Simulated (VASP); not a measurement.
Here is a VASP 6.6.1 calculation.

The input INCAR:

```
PREC = Accurate ; ENCUT = 520
EDIFF = 1E-7 ; ISMEAR = 0
SIGMA = 0.1 ; LREAL = False
LASPH = True ; NELM = 150
ALGO = Normal ; ISIF = 2
LWAVE = False ; LCHARG = True
ISPIN = 2 ; MAGMOM = 2 4 0 0 0 0 0 0 0 0
LORBIT = 11 ; LMAXMIX = 4
GGA = PE ; LELF = True
LVHAR = True ; NBANDS = 44
```

The input KPOINTS:

```
regular mesh
0
Gamma
  4 4 4
```

POSCAR

```
VFeC4N4
1.0
    5.9086026500      0.0000000000      0.0000000000
    0.0000000000      5.9086026500      0.0000000000
    0.0000000000      0.0000000000      5.9086026500
V Fe C N
1 1 4 4
Direct
    0.0000000000      0.0000000000      0.0000000000
    0.5000000000      0.5000000000      0.5000000000
    0.1873167900      0.1873167900      0.1873167900
    0.1873167900      0.8126832100      0.8126832100
    0.8126832100      0.1873167900      0.8126832100
    0.8126832100      0.8126832100      0.1873167900
    0.3016415900      0.3016415900      0.3016415900
    0.3016415900      0.6983584100      0.6983584100
    0.6983584100      0.3016415900      0.6983584100
    0.6983584100      0.6983584100      0.3016415900
```

Potentials or basis: VASP PAW PBE potentials, release 64 (V_sv, Fe, C, N).

Launch:

```bash
$ cat potpaw_PBE.64/V_sv/POTCAR potpaw_PBE.64/Fe/POTCAR potpaw_PBE.64/C/POTCAR potpaw_PBE.64/N/POTCAR > POTCAR
$ mpirun -np 1 vasp_std > vasp.out
```

Predict the site moments.

V -1.68; Fe +3.19; C +0.04; N -0.08 μB.

Estimate the band gap on the k mesh.

zero (filled and empty bands overlap).

Forces in eV/Å, atoms in the order of the input:
```
V    0.000  0.000  0.000
Fe   0.000  0.000  0.000
C    0.173  0.173  0.173
C    0.173 -0.173 -0.173
C   -0.173  0.173 -0.173
C   -0.173 -0.173  0.173
N    1.326  1.326  1.326
N    1.326 -1.326 -1.326
N   -1.326  1.326 -1.326
N   -1.326 -1.326  1.326
```

Caveat: a cell with one magnetic atom can't hold antiferromagnetic order, which such compounds often take; forces of over 1 eV/Å act on the atoms, so gaps and moduli don't describe the material at rest. With open d or f shells a metallic result of PBE can be an artefact of self-interaction; +U or a hybrid may open a gap.
